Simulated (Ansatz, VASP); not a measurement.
## AlNi: VASP beside Ansatz

INCAR

```
ALGO = Fast ; EDIFF = 1E-6
ENCUT = 520 ; GGA = PE
ISIF = 2 ; ISMEAR = 0
LASPH = True ; LCHARG = False
LREAL = False ; LWAVE = False
NBANDS = 14 ; NELM = 100
PREC = Accurate ; SIGMA = 0.15
```

KPOINTS

```
k-points
0
Gamma
  16 16 16
```

File POSCAR:

```
AlNi
1.0
    2.0085534309     -2.0085201929      0.0000000000
    2.0085534309      2.0085201929      0.0000000000
    0.0000000000      0.0000000000      2.9004437058
Al Ni
1 1
Direct
    0.0000000000      0.0000000000      0.0000000000
    0.5000000000      0.5000000000      0.5000000000
```

Input for Ansatz:

```yaml
crystal:
  lattice:
    - [2.0085534309, -2.0085201929, 0.0]
    - [2.0085534309, 2.0085201929, 0.0]
    - [0.0, 0.0, 2.9004437058]
  atoms:
    - { symbol: Al, position: [0.0, 0.0, 0.0] }
    - { symbol: Ni, position: [0.5, 0.5, 0.5] }
basis:
  ecutwfc: 520.0
kpoints:
  mp_grid: { grid: [16, 16, 16] }
hamiltonian:
  xc: pbe
  pseudopotentials: { kind: paw, azcp: { folder: soft_1 } }
scf:
  occupations: { method: gaussian, width: 0.15 }
output:
  forces: true
  stress: true
  eigenvalues: true
```

Alike in both runs: task single point; functional PBE; k mesh 16 × 16 × 16; occupations gaussian, width 0.15 eV; no spin polarisation.

|  | VASP | Ansatz |
| --- | --- | --- |
| version | VASP 6.6.1 | Ansatz 0.2.0 |
| potentials or method | VASP PAW PBE potentials, release 64 (Al, Ni), cutoff 520 eV | scalar-relativistic, plane waves, PAW |
| valence electrons in the cell | 13 | 21 |

Ansatz gave:

- gap on the k mesh at the Fermi level (eV): none
- pressure (GPa): 5.8
- traceless stress, the component that is largest in VASP (GPa): -1.11

Question: What did VASP give for the same quantities?

Answer: gap on the k mesh at the Fermi level (eV): none; pressure (GPa): 5.8; traceless stress, the component that is largest in VASP (GPa): -1.14.

A gap of «none» marks a metal or a gap that the smearing closes. VASP's potentials hold 13 valence electrons a cell and Ansatz's 21, so a difference there can come from the potentials and not from the codes. Ansatz's warnings: near symmetry operations not taken.
